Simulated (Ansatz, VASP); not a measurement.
# One calculation of WSe2, two programs

```
Se W
1.0
     3.28549    0.00000    0.00000
    -1.64275    2.84532    0.00000
     0.00000    0.00000   24.23865
Se W
4 2
Cartesian
  0.0000 1.8969 4.5000
  0.0000 1.8969 7.8693
  3.2855 0.0000 11.8793
  3.2855 0.0000 15.2486
  1.6427 0.9484 6.1847
  4.9282 -0.9484 13.5640
```

Alike in both runs: task single point; functional PBE; dispersion D3(BJ); k mesh 9 × 9 × 1; occupations gaussian, width 0.05 eV; no spin polarisation.

|  | VASP | Ansatz |
| --- | --- | --- |
| version | VASP 6.6.1 | Ansatz 0.2.0 |
| potentials or method | VASP PAW PBE potentials, release 64 (Se, W_sv), cutoff 520 eV | scalar-relativistic, plane waves, PAW |
| valence electrons in the cell | 52 | 92 |

```tsv
	VASP	Ansatz	Ansatz less VASP
gap on the k mesh at the Fermi level (eV)	1.61	1.61	-0.001
least direct gap on the mesh (eV)	1.66	1.67	+0.004
rms of the force components (eV/Å)	0.050	0.033	-0.0170
```

VASP's potentials hold 52 valence electrons a cell and Ansatz's 92, so a difference there can come from the potentials and not from the codes.

Neither program's run includes spin-orbit coupling.
